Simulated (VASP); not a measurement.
# Sc3Re (I4/mmm) in VASP: notebook

Runs on Sc3Re. Level: PBE. Tasks: single point, relaxation of cell and atoms.

Everything below comes from runs of VASP 6.6.1. Logs are shortened: lines on timing, memory, paths and dates and some standing lists are left out, and cuts for length are marked.

## 1. The cell of the first run

It takes space group I4/mmm (No. 139, tetragonal). The conventional cell has a = 4.021 Å, b = 4.021 Å, c = 8.981 Å, α = 90.00°, β = 90.00°, γ = 90.00°. Sc (site symmetry 4/mmm) has 4 Re at 2.84 Å and 8 Sc at 3.01 Å within 3.7 Å. Sc (site symmetry -4m2) has 8 Sc at 2.84 to 3.01 Å and 4 Re at 3.01 Å within 3.7 Å. Re (site symmetry 4/mmm) has 12 Sc at 2.84 to 3.01 Å within 3.7 Å.

## 2. Single point, PBE

Input file INCAR:

```
PREC = Accurate ; ENCUT = 520
EDIFF = 1E-6 ; ISMEAR = 0
SIGMA = 0.1 ; LREAL = False
LASPH = True ; NELM = 100
ALGO = Normal ; ISIF = 2
LWAVE = False ; LCHARG = True
GGA = PE ; LELF = True
LVHAR = True ; NBANDS = 28
```

Input file KPOINTS:

```
regular mesh
0
Gamma
  6 6 6
```

Input file POSCAR:

```
Sc3Re
1.0
   -2.0102681917      2.0102681917      4.4904692075
    2.0102681917     -2.0102681917      4.4904692075
    2.0102681917      2.0102681917     -4.4904692075
Sc Re
3 1
Direct
    0.5000000000      0.5000000000      0.0000000000
    0.2500000000      0.7500000000      0.5000000000
    0.7500000000      0.2500000000      0.5000000000
    0.0000000000      0.0000000000      0.0000000000
```

Potentials or basis: VASP PAW PBE potentials, release 64 (Sc_sv, Re).

The run is started by

```sh
$ cat potpaw_PBE.64/Sc_sv/POTCAR potpaw_PBE.64/Re/POTCAR > POTCAR
$ mpirun -np 1 vasp_std > vasp.out
```

OUTCAR:

```text
PREC = Accurate
   ENCUT = 520
   EDIFF = 1E-6
   ISMEAR = 0
   LREAL = False
   LASPH = True
   NELM = 100
   ISIF = 2
   GGA = PE

 ion  position               nearest neighbor table
   1  0.500  0.500  0.000-   4 2.84   4 2.84   4 2.84   4 2.84   3 3.01   2 3.01   3 3.01   3 3.01
                             2 3.01   2 3.01   3 3.01   2 3.01
   2  0.250  0.750  0.500-   3 2.84   3 2.84   3 2.84   3 2.84   4 3.01   1 3.01   4 3.01   1 3.01
                             4 3.01   4 3.01   1 3.01   1 3.01
   3  0.750  0.250  0.500-   2 2.84   2 2.84   2 2.84   2 2.84   4 3.01   1 3.01   4 3.01   4 3.01
                             1 3.01   1 3.01   4 3.01   1 3.01
   4  0.000  0.000  0.000-   1 2.84   1 2.84   1 2.84   1 2.84   3 3.01   2 3.01   3 3.01   2 3.01
                             3 3.01   3 3.01   2 3.01   2 3.01

  LATTYP: Found a body centered tetragonal cell.
 ALAT       =     4.0205363834
 C/A-ratio  =     2.2337662338

  Lattice vectors:

 A1 = (  -2.0102681917,   2.0102681917,   4.4904692075)
 A2 = (   2.0102681917,  -2.0102681917,   4.4904692075)
 A3 = (   2.0102681917,   2.0102681917,  -4.4904692075)

Analysis of symmetry for initial positions (statically):
=====================================================================
 Subroutine PRICEL returns:
 Original cell was already a primitive cell.

 Routine SETGRP: Setting up the symmetry group for a
 body centered tetragonal supercell.

 Subroutine GETGRP returns: Found 16 space group operations
 (whereof 16 operations were pure point group operations)
 out of a pool of 16 trial point group operations.

The static configuration has the point symmetry D_4h.

Analysis of symmetry for dynamics (positions and initial velocities):
=====================================================================
 Subroutine PRICEL returns:
 Original cell was already a primitive cell.

 Routine SETGRP: Setting up the symmetry group for a
 body centered tetragonal supercell.

 Subroutine GETGRP returns: Found 16 space group operations
 (whereof 16 operations were pure point group operations)
 out of a pool of 16 trial point group operations.

The dynamic configuration has the point symmetry D_4h.

 Subroutine INISYM returns: Found 16 space group operations
 (whereof 16 operations are pure point group operations),
 and found     1 'primitive' translations

----------------------------------------------------------------------------------------

                                     Primitive cell

  volume of cell :      72.5871

  direct lattice vectors                    reciprocal lattice vectors
    -2.010268192  2.010268192  4.490469208     0.000000000  0.248723032  0.111346939
     2.010268192 -2.010268192  4.490469208     0.248723032  0.000000000  0.111346939
     2.010268192  2.010268192 -4.490469208     0.248723032  0.248723032  0.000000000

  length of vectors
     5.314759647  5.314759647  5.314759647     0.272509243  0.272509243  0.351747485

  position of ions in fractional coordinates (direct lattice)
     0.500000000  0.500000000  0.000000000
     0.250000000  0.750000000  0.500000000
     0.750000000  0.250000000  0.500000000
     0.000000000  0.000000000  0.000000000

  ion indices of the primitive-cell ions
   primitive index   ion index
                 1           1
                 2           2
                 3           3
                 4           4

----------------------------------------------------------------------------------------

 KPOINTS: regular mesh

Automatic generation of k-mesh.
 Grid dimensions read from file:
 generate k-points for:    6    6    6

 Generating k-lattice:

  Cartesian coordinates                     Fractional coordinates (reciprocal lattice)
     0.000000000  0.041453839  0.018557823     0.166666667  0.000000000  0.000000000
     0.041453839  0.000000000  0.018557823     0.000000000  0.166666667  0.000000000
     0.041453839  0.041453839  0.000000000     0.000000000  0.000000000  0.166666667

  Length of vectors
     0.045418207  0.045418207  0.058624581

  Shift w.r.t. Gamma in fractional coordinates (k-lattice)
     0.000000000  0.000000000  0.000000000

 Subroutine IBZKPT returns following result:
 ===========================================

 Found     30 irreducible k-points:

 Following reciprocal coordinates:
            Coordinates               Weight
  0.000000  0.000000  0.000000      1.000000
  0.166667  0.000000 -0.000000      8.000000
  0.333333  0.000000  0.000000      8.000000
  0.500000  0.000000 -0.000000      4.000000
  0.166667  0.166667 -0.000000      8.000000
  0.333333  0.166667 -0.000000     16.000000
[... 16 lines left out ...]
 -0.333333 -0.333333  0.166667      8.000000
 -0.166667 -0.333333  0.166667      8.000000
 [... further k-points ...]
   k-points           NKPTS =     30   k-points in BZ     NKDIM =     30   number of bands    NBANDS=     28
   number of dos      NEDOS =    301   number of ions     NIONS =      4
   total plane-waves  NPLWV =  64000
   dimension x,y,z NGX =    40 NGY =   40 NGZ =   40
   dimension x,y,z NGXF=    80 NGYF=   80 NGZF=   80
   ions per type =               3   1
   NGX,Y,Z   is equivalent  to a cutoff of  12.51, 12.51, 12.51 a.u.
   NGXF,Y,Z  is equivalent  to a cutoff of  25.02, 25.02, 25.02 a.u.
 SYSTEM =  unknown system
   PREC   = accura    normal or accurate (medium, high low for compatibility)
   ISTART =      0    job   : 0-new  1-cont  2-samecut
   ICHARG =      2    charge: 1-file 2-atom 10-const
   ISPIN  =      1    spin polarized calculation?
   LNONCOLLINEAR =      F non collinear calculations
   LSORBIT =      F    spin-orbit coupling
   LASPH  =      T    aspherical Exc in radial PAW
   ENCUT  =  520.0 eV  38.22 Ry    6.18 a.u.   9.88  9.88  9.88*2*pi/ulx,y,z
   NELM   =    100;   NELMIN=  2; NELMDL= -5     # of ELM steps
   EDIFF  = 0.1E-05   stopping-criterion for ELM
   LREAL  =      F    real-space projection
   EDIFFG = 0.1E-04   stopping-criterion for IOM
   NSW    =      0    number of steps for IOM
   IBRION =     -1    ionic relax: 0-MD 1-quasi-New 2-CG
   NFREE  =      0    steps in history (QN), initial steepest desc. (CG)
   ISIF   =      2    stress and relaxation
   ISYM   =      2    0-nonsym 1-usesym 2-fastsym
   POTIM  = 0.5000    time-step for ionic-motion
   TEBEG  =    0.0;   TEEND  =   0.0 temperature during run
   PSTRESS=    0.0 pullay stress
   NELECT =      40.0000    total number of electrons
   NUPDOWN=      -1.0000    fix difference up-down
   EMIN   =  10.00;   EMAX   =-10.00  energy-range for DOS
   EFERMI =   0.00;   METHOD = LEGACY
   ISMEAR =     0;   SIGMA  =   0.10  broadening in eV -4-tet -1-fermi 0-gaus
   EFERMI_NEDOS =   21; number of points for ismear=-14 and -15
   IALGO  =     38    algorithm
   IMIX   =      4    mixing-type and parameters
     AMIX     =   0.40;   BMIX     =  1.00
     AMIX_MAG =   1.60;   BMIX_MAG =  1.00
  volume/ion in A,a.u.               =      18.15       122.46
  Fermi-wavevector in a.u.,A,eV,Ry     =   1.342172  2.536338 24.509894  1.801426
  Thomas-Fermi vector in A             =   2.470347
   LORBIT       =      0    0 simple, 1 ext, 2 COOP (PROOUT), +10 PAW based schemes
   GGA     = PE    functional components
   LHFCALC =     F    Hartree Fock is set to
   AEXX    =    0.0000 exact exchange contribution
   IVDW    =     0    specifies the selected vdW correction
   LEPSILON=     F    determine dielectric tensor
   LRPA    =     F    only Hartree local field effects (RPA)
 non-spin polarized calculation
 Gauss-broadening in eV      SIGMA  =   0.10
  energy-cutoff  :      520.00
  volume of cell :       72.59
 maximum number of plane-waves:      1985
   NGX = 19   NGY = 19   NGZ = 19

 number of electron      40.0000000 magnetization

 Free energy of the ion-electron system (eV)
  ---------------------------------------------------
  ext. energy  EPLUGINS =         0.00000000
  ---------------------------------------------------
  free energy    TOTEN  =       -30.37931410 eV

  energy without entropy =      -30.35670724  energy(sigma->0) =      -30.36801067

 E-fermi :   5.7206     XC(G=0): -11.5179

 val. band max:        5.7145611242   @ k =  -0.3333  -0.3333   0.3333
 cond. band min:       5.7457049650   @ k =   0.1667   0.1667  -0.0000
 fundamental gap:      0.0311438409
 Fermi energy:         5.7205958321

 k-point     1 :       0.0000    0.0000    0.0000
  band No.  band energies     occupation
      1     -43.3430      2.00000
      2     -43.1282      2.00000
      3     -42.8927      2.00000
      4     -22.2974      2.00000
      5     -22.2974      2.00000
      6     -22.1616      2.00000
[... 20 lines left out ...]
     27       8.6506      0.00000
     28       8.6958      0.00000

 k-point     2 :       0.1667    0.0000   -0.0000
  band No.  band energies     occupation
      1     -43.3272      2.00000
      2     -43.1416      2.00000
      3     -42.8942      2.00000
      4     -22.2852      2.00000
      5     -22.2581      2.00000
      6     -22.1116      2.00000
[... 20 lines left out ...]
     27       8.7983      0.00000
     28       8.9221      0.00000

 k-point     3 :       0.3333    0.0000    0.0000
  band No.  band energies     occupation
      1     -43.2852      2.00000
      2     -43.1784      2.00000
      3     -42.8975      2.00000
      4     -22.2134      2.00000
      5     -22.1500      2.00000
      6     -22.0332      2.00000
[... 20 lines left out ...]
     27       8.7908      0.00000
     28       9.0822      0.00000

 k-point     4 :       0.5000    0.0000   -0.0000
  band No.  band energies     occupation
      1     -43.2325      2.00000
      2     -43.2286      2.00000
      3     -42.8993      2.00000
      4     -22.1166      2.00000
      5     -22.0166      2.00000
      6     -22.0066      2.00000
[... 578 lines left out ...]
     27       8.7122      0.00000
     28       9.1922      0.00000

 k-point    23 :      -0.3333   -0.3333    0.1667
  band No.  band energies     occupation
      1     -43.3066      2.00000
      2     -43.1532      2.00000
      3     -42.9025      2.00000
      4     -22.3494      2.00000
      5     -22.1475      2.00000
      6     -22.0316      2.00000
[... 20 lines left out ...]
     27       8.7828      0.00000
     28       9.0169      0.00000

 k-point    24 :      -0.1667   -0.3333    0.1667
  band No.  band energies     occupation
      1     -43.3219      2.00000
      2     -43.1417      2.00000
      3     -42.8995      2.00000
      4     -22.2827      2.00000
      5     -22.2710      2.00000
      6     -22.0681      2.00000
[... 20 lines left out ...]
     27       9.1010      0.00000
     28       9.3121      0.00000

 [... further k-points ...]

------------------------ aborting loop because EDIFF is reached ----------------------------------------

  FORCE on cell =-STRESS in cart. coord.  units (eV):
  Direction    XX          YY          ZZ          XY          YZ          ZX
  --------------------------------------------------------------------------------------
  -------------------------------------------------------------------------------------
  Total        4.9596789      4.9596789      3.8721714      0.0000000     -0.0000000      0.0000000
  in kB      109.4723463    109.4723463     85.4683743      0.0000000     -0.0000000      0.0000000
  external PRESSURE =     101.4710223 kB  Pullay stress =       0.0000000 kB

 VOLUME and BASIS-vectors are now :
 -----------------------------------------------------------------------------
  energy-cutoff  :      520.00
  volume of cell :       72.59
      direct lattice vectors                 reciprocal lattice vectors
    -2.010268192  2.010268192  4.490469208     0.000000000  0.248723032  0.111346939
     2.010268192 -2.010268192  4.490469208     0.248723032  0.000000000  0.111346939
     2.010268192  2.010268192 -4.490469208     0.248723032  0.248723032  0.000000000

 POSITION                                       TOTAL-FORCE (eV/Angst)
 -----------------------------------------------------------------------------------
      0.00000      0.00000      4.49047        -0.000000     -0.000000      0.000000
      2.01027      0.00000      2.24523         0.000000      0.000000     -0.000000
      0.00000      2.01027      2.24523         0.000000      0.000000     -0.000000
      0.00000      0.00000      0.00000        -0.000000     -0.000000      0.000000
 -----------------------------------------------------------------------------------
    total drift:                               -0.000000     -0.000000      0.000000

  FREE ENERGIE OF THE ION-ELECTRON SYSTEM (eV)
  ---------------------------------------------------
  free  energy   TOTEN  =       -30.3793140997 eV

  energy  without entropy=      -30.3567072381  energy(sigma->0) =      -30.36801067
```

Wall time 4.8 min (1 thread of AMD EPYC 7R13, shared host); peak memory 0.23 GiB.

What came out:

```
Free energy            : -30.3793 eV
Pressure               : 10.1 GPa
Band gap on the k mesh : zero (bands 20 and 21 overlap by 0.50 eV)
```

Stress tensor (GPa, compression positive):
```
10.95  0.00  0.00
 0.00 10.95  0.00
 0.00  0.00  8.55
```

Caveat: the cell stands under pressure; spin-orbit coupling is left out, which moves the levels of the heavy elements.

## 3. Relaxation of cell and atoms, PBE

Input file INCAR:

```
PREC     = Accurate       # precision mode
ENCUT    = 600            # plane-wave cutoff, eV
EDIFF    = 1E-7           # SCF threshold, eV
ISMEAR   = 0              # smearing method
SIGMA    = 0.1            # smearing width, eV
LREAL    = False          # projectors in reciprocal space
LASPH    = True           # aspherical terms in the spheres
NELM     = 60             # most SCF steps
ALGO     = Normal         # electronic algorithm
ISIF     = 3              # what is computed and relaxed
LWAVE    = False          # write WAVECAR
LCHARG   = False          # write CHGCAR
GGA      = PE             # functional
IBRION   = 2              # ionic algorithm
NSW      = 90             # ionic steps
EDIFFG   = -0.04          # ionic threshold
```

KPOINTS is that of step 2.

POSCAR is that of step 2.

Potentials or basis: VASP PAW PBE potentials, release 64 (Sc_sv, Re).

The run is started by

```sh
$ cat potpaw_PBE.64/Sc_sv/POTCAR potpaw_PBE.64/Re/POTCAR > POTCAR
$ mpirun -np 1 vasp_std > vasp.out
```

Run time: 33 min. Hardware: 1 thread of AMD EPYC 7R13, shared host; peak memory 0.28 GiB.

It converged, with:

* Free energy: -30.9720 eV
* Relaxed volume: 19.61 Å³/atom
* Relaxed cell: a = 4.817 Å, b = 4.817 Å, c = 4.817 Å, α = 120.49°, β = 120.49°, γ = 89.15°
* Space group after relaxing (to 0.1 Å): Fm-3m (No. 225)
* Energy gained by relaxing: 147.8 meV/atom
* Ionic steps: 15
* Pressure after relaxing: 0.0 GPa
* Band gap on the k mesh: zero (bands 20 and 21 overlap by 1.29 eV)

Stress tensor (GPa, compression positive):
```
 0.06  0.00  0.00
 0.00  0.06  0.00
 0.00  0.00 -0.12
```

The path:
| step | energy change (eV) | largest force (eV/Å) | pressure (GPa) | volume (Å³) |
| --- | --- | --- | --- | --- |
| 1 | 0.0000 | 0.0000 | 10.21 | 72.59 |
| 2 | -0.1100 | 0.0000 | -5.79 | 85.42 |
| 3 | -0.2154 | 0.0000 | -0.20 | 79.79 |
| 4 | -0.2154 | 0.0000 | -0.02 | 79.64 |
| 5 | -0.2304 | 0.0000 | -0.03 | 79.70 |
| 6 | -0.2738 | 0.0000 | -0.08 | 79.80 |
| 7 | -0.3952 | 0.0000 | -0.21 | 79.59 |
| 8 | -0.5775 | 0.0000 | 1.38 | 77.50 |
| 9 | -0.5728 | 0.0000 | 2.89 | 76.36 |
| 10 | -0.5855 | 0.0000 | 1.41 | 77.40 |
| 11 | -0.5873 | 0.0000 | 0.51 | 78.08 |
| 12 | -0.5874 | 0.0000 | 0.60 | 78.00 |
| 13 | -0.5884 | 0.0000 | 0.54 | 78.05 |
| 14 | -0.5905 | 0.0000 | 0.34 | 78.20 |
| 15 | -0.5911 | 0.0000 | 0.00 | 78.46 |

Final structure:
```
Sc Re
1.0
    -2.39078    2.39078    3.43166
     2.39078   -2.39078    3.43166
     2.39078    2.39078   -3.43166
Sc Re
3 1
Cartesian
  0.0000 0.0000 3.4317
  2.3908 0.0000 1.7158
  0.0000 2.3908 1.7158
  0.0000 0.0000 0.0000
```

Levels at points of the mesh, in eV from the Fermi level:
| k point | band 16 | band 17 | band 18 | band 19 | band 20 | band 21 | band 22 | band 23 | band 24 |
| --- | --- | --- | --- | --- | --- | --- | --- | --- | --- |
| (0.00, 0.00, 0.00) | -1.30 | -1.25 | -1.25 | -0.17 | -0.11 | -0.11 | 1.22 | 1.22 | 1.33 |
| (0.50, 0.00, 0.00) | -1.43 | -1.10 | -0.86 | -0.81 | -0.58 | -0.53 | 0.24 | 0.38 | 0.44 |
| (0.50, 0.50, 0.00) | -2.25 | -0.84 | -0.78 | -0.78 | 0.76 | 1.08 | 1.12 | 1.12 | 1.17 |
| (0.50, 0.50, 0.50) | -2.33 | -0.88 | -0.88 | -0.88 | 0.72 | 1.16 | 1.16 | 1.21 | 1.21 |

Caveat: spin-orbit coupling is left out, which moves the levels of the heavy elements.
